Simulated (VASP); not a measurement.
The system is Y.

```
CELL_PARAMETERS angstrom
0.00000 2.55199 2.55199
2.55199 0.00000 2.55199
2.55199 2.55199 0.00000
ATOMIC_POSITIONS crystal
Y 0.00000 0.00000 0.00000
```

```yaml
Program: VASP 6.6.1
Task: relaxation of cell and atoms
Functional: RPBE
Dispersion: D3(BJ)
Potentials_or_basis: VASP PAW PBE potentials, release 64 (Y_sv)
Cutoff: 600 eV
k_mesh: 9 × 9 × 9
Occupations: fermi-dirac, width 0.05 eV
Spin: no spin polarisation
```

At the start: pressure -16.2 GPa; volume 33.24 Å³/atom.

Task: How do energy, volume and symmetry change on relaxing?

Result: Over 16 steps the energy falls by 792.9 meV/atom and the volume is 21.80 Å³/atom (-34.4 %); space group Fm-3m (No. 225, to 0.05 Å).

The path:
```csv
step,energy change (eV),largest force (eV/Å),pressure (GPa),volume (Å³)
1,0.0000,0.0000,-16.17,33.24
2,-0.7344,0.0000,8.42,19.57
3,-0.7921,0.0000,0.92,21.54
4,-0.7928,0.0000,-0.36,21.90
5,-0.7928,0.0000,-0.35,21.90
6,-0.7928,0.0000,-0.33,21.89
7,-0.7928,0.0000,-0.33,21.89
8,-0.7928,0.0000,-0.33,21.89
9,-0.7928,0.0000,-0.34,21.89
10,-0.7928,0.0000,-0.26,21.89
11,-0.7928,0.0000,-0.32,21.89
12,-0.7928,0.0000,-0.31,21.88
13,-0.7928,0.0000,-0.29,21.88
14,-0.7929,0.0000,-0.24,21.87
15,-0.7929,0.0000,-0.17,21.85
16,-0.7929,0.0000,-0.01,21.80
```

Final structure:
```yaml
crystal:
  lattice:
    - [0.00000, 2.21734, 2.21734]
    - [2.21734, 0.00000, 2.21734]
    - [2.21734, 2.21734, 0.00000]
  atoms:
    - { symbol: Y, position: [0.00000, 0.00000, 0.00000] }
```

Caveat: the volume moved by over 15 % at a fixed basis, so the end points are rough; the PAW data sets were made with another functional, which shifts forces and pressure a little; pairwise dispersion overbinds metals, which lowers pressure and volume.
